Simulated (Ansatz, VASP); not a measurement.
## FePt: VASP beside Ansatz

File INCAR:

```
SYSTEM = FePt
PREC = Accurate
ENCUT = 520
EDIFF = 1E-6
ISMEAR = 1
SIGMA = 0.1
LREAL = .FALSE.
LASPH = .TRUE.
NELM = 150
ALGO = Normal
ISIF = 2
LWAVE = .FALSE.
LCHARG = .FALSE.
ISPIN = 2
MAGMOM = 2.4 0
LORBIT = 11
LMAXMIX = 4
GGA = PE
NBANDS = 20
```

KPOINTS

```
Automatic mesh
0
G
  10 10 7
  0 0 0
```

The input POSCAR:

```
FePt
1.0
    2.7856206431      0.0000000000      0.0000000000
    0.0000000000      2.7856206431      0.0000000000
    0.0000000000      0.0000000000      3.8048499330
Fe Pt
1 1
Direct
    0.0000000000      0.0000000000      0.0000000000
    0.5000000000      0.5000000000      0.5000000000
```

Input for Ansatz:

```yaml
crystal:
  lattice:
    - [2.7856206431397004, 0.0, 0.0]
    - [0.0, 2.7856206431397004, 0.0]
    - [0.0, 0.0, 3.804849932983178]
  atoms:
    - { symbol: Fe, position: [0.0, 0.0, 0.0], spin: 2.4 }
    - { symbol: Pt, position: [0.5, 0.5, 0.5] }
basis:
  ecutwfc: 500.0
kpoints:
  mp_grid:
    grid: [10, 10, 7]
hamiltonian:
  xc: pbe
  pseudopotentials:
    kind: paw
magnetization:
  spin_polarized: true
scf:
  occupations:
    method: cold
output:
  stress: true
```

Alike in both runs: task single point; functional PBE; k mesh 10 × 10 × 7; collinear spin.

|  | VASP | Ansatz |
| --- | --- | --- |
| version | VASP 6.6.1 | Ansatz 0.2.0 |
| potentials or method | VASP PAW PBE potentials, release 64 (Fe, Pt), cutoff 520 eV | plane waves, PAW |
| occupations | methfessel-paxton of order 1, width 0.1 eV | cold |
| valence electrons in the cell | 18 | 34 |

Ansatz gave:

- pressure (GPa): -9.2
- traceless stress, the component that is largest in VASP (GPa): 0.17
- net moment per atom (μB): 1.70
- size of the moment on the site where the two differ most (μB): 0.40

Which values does VASP return?

Pressure (GPa): -9.5; traceless stress, the component that is largest in VASP (GPa): 0.08; net moment per atom (μB): 1.70; size of the moment on the site where the two differ most (μB): 0.35.

Site moments also hang on the region over which each program counts them. VASP's potentials hold 18 valence electrons a cell and Ansatz's 34, so a difference there can come from the potentials and not from the codes. Ansatz's warnings: stability check not made.

Spin-orbit coupling is off throughout.
